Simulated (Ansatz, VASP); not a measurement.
## SrO: VASP beside Ansatz

File INCAR:

```
PREC     = Accurate       # precision mode
ENCUT    = 520            # plane-wave cutoff, eV
EDIFF    = 1E-6           # SCF threshold, eV
ISMEAR   = 0              # smearing method
SIGMA    = 0.1            # smearing width, eV
LREAL    = F              # projectors in reciprocal space
LASPH    = T              # aspherical terms in the spheres
NELM     = 60             # most SCF steps
ALGO     = Normal         # electronic algorithm
ISIF     = 2              # what is computed and relaxed
LWAVE    = F              # write WAVECAR
LCHARG   = F              # write CHGCAR
GGA      = CA             # functional
NBANDS   = 15             # bands
```

KPOINTS

```
regular mesh
0
Gamma
  6 6 6
```

File POSCAR:

```
SrO
1.0
    0.0000000000      2.5806600000      2.5806600000
    2.5806600000      0.0000000000      2.5806600000
    2.5806600000      2.5806600000      0.0000000000
Sr O
1 1
Direct
    0.0000000000      0.0000000000      0.0000000000
    0.5000000000      0.5000000000      0.5000000000
```

Input for Ansatz:

```yaml
crystal:
  lattice:
    - [0.0, 2.58066, 2.58066]
    - [2.58066, 0.0, 2.58066]
    - [2.58066, 2.58066, 0.0]
  atoms:
    - { symbol: Sr, position: [0.0, 0.0, 0.0] }
    - { symbol: O, position: [0.5, 0.5, 0.5] }
basis:
  ecutwfc: 420
kpoints:
  mp_grid: { grid: [6, 6, 6] }
hamiltonian:
  xc: lda
  pseudopotentials: { kind: paw, azcp: { folder: soft_1 } }
scf:
  occupations: { method: gaussian, width: 0.1 }
output:
  forces: true
  stress: true
  eigenvalues: true
```

Alike in both runs: task single point; functional LDA; k mesh 6 × 6 × 6; occupations gaussian, width 0.1 eV; no spin polarisation.

```csv
,VASP,Ansatz
version,VASP 6.6.1,Ansatz 0.2.0
potentials or method,"VASP PAW LDA potentials, release 64 (Sr_sv, O), cutoff 520 eV","scalar-relativistic, plane waves, PAW"
valence electrons in the cell,16,16
```

Ansatz gave:

* gap on the k mesh at the Fermi level (eV): 3.16
* least direct gap on the mesh (eV): 3.25
* pressure (GPa): -5.2

**Question.** Which values does VASP return?

**Answer.** gap on the k mesh at the Fermi level (eV): 3.11; least direct gap on the mesh (eV): 3.20; pressure (GPa): -4.6.

Ansatz warns that its potentials were made for another functional, while VASP's fit it. LDA's correlation is that of Perdew and Zunger in VASP and of Perdew and Wang (1992) in Ansatz.
